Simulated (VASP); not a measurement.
Set up this calculation in VASP 6.6.1, as the native input.

| Item | Value |
| --- | --- |
| Task | single point |
| Functional | PBEsol |
| Potentials or basis | VASP PAW PBE potentials, release 64 (Zn, S) |
| Cutoff | 520 eV |
| k mesh | 9 × 9 × 6 |
| Occupations | gaussian, width 0.05 eV |
| Spin | no spin polarisation |
| Dipole correction | no |
| Further INCAR settings | ALGO = Normal; EDIFF = 1e-06; NBANDS = 26 |

The structure of ZnS lies in POSCAR:

```
ZnS
1.0
    3.7303610463      0.0000000000      0.0000000000
   -1.8651805232      3.2305874314      0.0000000000
    0.0000000000      0.0000000000      6.1248380041
Zn S
2 2
Direct
    0.3333333333      0.6666666667     -0.0187171420
    0.6666666667      0.3333333333      0.4812828580
    0.3333333333      0.6666666667      0.3795575521
    0.6666666667      0.3333333333      0.8795575521
```

These files were run (other wordings do the same):

INCAR

```
PREC = Accurate ; ENCUT = 520
EDIFF = 1E-6 ; ISMEAR = 0
SIGMA = 0.05 ; LREAL = F
LASPH = T ; NELM = 100
ALGO = Normal ; ISIF = 2
LWAVE = F ; LCHARG = F
GGA = PS ; NBANDS = 26
```

KPOINTS

```
Automatic mesh
0
Gamma
  9 9 6
```

Potentials or basis: VASP PAW PBE potentials, release 64 (Zn, S).

The run is started by

```bash
$ cat potpaw_PBE.64/Zn/POTCAR potpaw_PBE.64/S/POTCAR > POTCAR
$ mpirun -np 1 vasp_std > vasp.out
```

It gave:

```json
{"Pressure": "4.7 GPa", "Largest force": "0.739 eV/Å", "Band gap on the k mesh": "2.42 eV, direct"}
```

Caveat: the PAW data sets were made with another functional, which shifts forces and pressure a little.

Wall time 32 s on 1 thread of Intel(R) Xeon(R) 6975P-C (Granite Rapids), on a shared host, peak memory 0.22 GiB.
